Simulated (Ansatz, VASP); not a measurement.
**One calculation of GePt, two programs**

```
Ge Pt
1.0
     2.16833    1.25189    2.05068
    -2.16833    1.25189    2.05068
     0.00000   -2.50378    2.05068
Ge Pt
1 1
Cartesian
  0.0000 0.0000 2.7243
  0.0000 0.0000 6.0471
```

Alike in both runs: functional PBE; k mesh 6 × 6 × 6; occupations gaussian, width 0.2 eV; no spin polarisation.

Ansatz relaxed the structure, and its values are those at the end. VASP's run is a single point on that final structure, the one shown.

```csv
,VASP,Ansatz
version,VASP 6.6.1,Ansatz 0.2.0
potentials or method,"VASP PAW PBE potentials, release 64 (Ge_d, Pt), cutoff 500 eV","scalar-relativistic, plane waves, PAW"
valence electrons in the cell,24,32
```

```tsv
	VASP	Ansatz	Ansatz less VASP
gap on the k mesh at the Fermi level (eV)	none	none	-
pressure (GPa)	0.0	0.0	+0.04
```

A gap of «none» marks a metal or a gap that the smearing closes. VASP's potentials hold 24 valence electrons a cell and Ansatz's 32, so a difference there can come from the potentials and not from the codes.

Neither program's run includes spin-orbit coupling.
